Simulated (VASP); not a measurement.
Input of a VASP 6.6.1 run:

Contents of INCAR:

```
PREC = Accurate
ENCUT = 520
EDIFF = 1E-6
ISMEAR = -1
SIGMA = 0.1
LREAL = False
LASPH = True
NELM = 80
ALGO = Normal
ISIF = 2
LWAVE = False
LCHARG = True
GGA = RE
LELF = True
LVHAR = True
NBANDS = 24
```

Contents of KPOINTS:

```
regular mesh
0
Gamma
  9 9 12
```

Contents of POSCAR:

```
Au
1.0
    4.7721638919      0.0000000000      0.0000000000
   -2.3860819460      4.1328151614      0.0000000000
    0.0000000000      0.0000000000      2.8523644042
Au
3
Direct
    1.0000000000      0.0000000000      0.0000000000
    0.3333333333      0.6666666667      0.5000000000
    0.6666666667      0.3333333333      0.5000000000
```

Potentials or basis: VASP PAW PBE potentials, release 64 (Au).

Launch:

```bash
$ cat potpaw_PBE.64/Au/POTCAR > POTCAR
$ mpirun -np 1 vasp_std > vasp.out
```

(1) Estimate the pressure.

Answers

(1) -0.3 GPa.

Caveat: the PAW data sets were made with another functional, which shifts forces and pressure a little.
